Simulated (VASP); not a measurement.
A run of VASP 6.6.1 is set up as follows.

The input INCAR:

```
SYSTEM = Ti
ALGO = Fast ; EDIFF = 1E-6
ENCUT = 520 ; GGA = PE
ISIF = 2 ; ISMEAR = 0
LASPH = .TRUE. ; LCHARG = .FALSE.
LREAL = .FALSE. ; LWAVE = .FALSE.
NBANDS = 12 ; NELM = 80
PREC = Accurate ; SIGMA = 0.15
```

File KPOINTS:

```
k-points
0
G
  22 22 22
  0 0 0
```

POSCAR

```
Ti
1.0
   -1.4732611329      1.4732611329      1.9865453117
    1.4732611329     -1.4732611329      1.9865453117
    1.4732611329      1.4732611329     -1.9865453117
Ti
1
Direct
    0.0000000000      0.0000000000      0.0000000000
```

Potentials or basis: VASP PAW PBE potentials, release 64 (Ti_sv).

Command:

```bash
$ cat potpaw_PBE.64/Ti_sv/POTCAR > POTCAR
$ mpirun -np 1 vasp_std > vasp.out
```

**Question.** Estimate the pressure.

**Answer.** 0.6 GPa.

**Question.** Predict the band gap on the k mesh.

**Answer.** Zero (band 6 reaches 9.12 eV, above the bottom of band 7 at 7.73 eV).

Stress tensor (GPa, compression positive):
```
0.06 0.00 0.00
0.00 0.06 0.00
0.00 0.00 1.67
```
